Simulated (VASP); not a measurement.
Crystal: NaI.

```
Na I
1.0
     0.00000    3.22963    3.22963
     3.22963    0.00000    3.22963
     3.22963    3.22963    0.00000
Na I
1 1
Direct
  0.00000 0.00000 0.00000
  0.50000 0.50000 0.50000
```

Program: VASP 6.6.1. Alike in all runs: task single point; potentials or basis VASP PAW PBE potentials, release 64 (Na_pv, I); no spin polarisation; cell as given; cutoff (eV) 520; smearing gaussian 0.01 eV. Hardware: 1 thread of Intel(R) Xeon(R) Platinum 8259CL CPU @ 2.50GHz (Skylake/Cascade Lake) (shared host).

Question: Order these runs on this cell by their wall time, lowest first.
A. level PBE; k mesh 4 × 4 × 4
B. level r2SCAN; k mesh 4 × 4 × 4
C. level HSE06; k mesh 4 × 4 × 4; grid for exact exchange (PRECFOCK) Normal; screening parameter 0.2079 1/Å
D. level PBE; k mesh 6 × 6 × 6

Answer: A (8.5 s), D (17 s), B (50 s), C (430 s).

Caveats: some runs use coarse meshes.
